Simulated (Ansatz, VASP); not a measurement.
Two plane-wave programs on Tl

Contents of INCAR:

```
PREC = Accurate ; ENCUT = 520
EDIFF = 1E-6 ; ISMEAR = -1
SIGMA = 0.1 ; LREAL = False
LASPH = True ; NELM = 100
ALGO = Normal ; ISIF = 2
LWAVE = False ; LCHARG = False
GGA = CA ; NBANDS = 12
```

KPOINTS

```
regular mesh
0
Gamma
  13 13 13
```

The input POSCAR:

```
Tl
1.0
    0.0000000000      2.3524626148      2.3524626148
    2.3524626148      0.0000000000      2.3524626148
    2.3524626148      2.3524626148      0.0000000000
Tl
1
Direct
    0.0000000000      0.0000000000      0.0000000000
```

Input for Ansatz:

```yaml
crystal:
  lattice:
    - [0.0, 2.3524626148, 2.3524626148]
    - [2.3524626148, 0.0, 2.3524626148]
    - [2.3524626148, 2.3524626148, 0.0]
  atoms:
    - { symbol: Tl, position: [0.0, 0.0, 0.0] }
hamiltonian:
  xc: lda
  pseudopotentials:
    kind: paw
    azcp:
      Tl: "pseudopotentials/Tl.paw.azcp"
basis:
  ecutwfc: 420
  fft_grid_basis: typed
kpoints:
  mp_grid: { grid: [13, 13, 13], shift: [0, 0, 0] }
magnetization:
  spin_polarized: false
scf:
  occupations: { method: fermi_dirac, width: 0.1 }
  lower_state_search: "off"
output:
  stress: true
  write_density: true
  write_potential: true
  elf: true
  volumetric_format: npy
```

Alike in both runs: task single point; functional LDA; k mesh 13 × 13 × 13; occupations fermi-dirac, width 0.1 eV; no spin polarisation.

```csv
,VASP,Ansatz
version,VASP 6.6.1,Ansatz 0.2.0
potentials or method,"VASP PAW LDA potentials, release 64 (Tl_d), cutoff 520 eV","plane waves (420 eV) with PAW, scalar-relativistic"
valence electrons in the cell,13,13
```

```csv
,VASP,Ansatz,Ansatz less VASP
pressure (GPa),2.1,1.9,-0.11
```

Ansatz warns that its potentials were made for another functional, while VASP's fit it. LDA's correlation is that of Perdew and Zunger in VASP and of Perdew and Wang (1992) in Ansatz.

Neither program's run includes spin-orbit coupling.
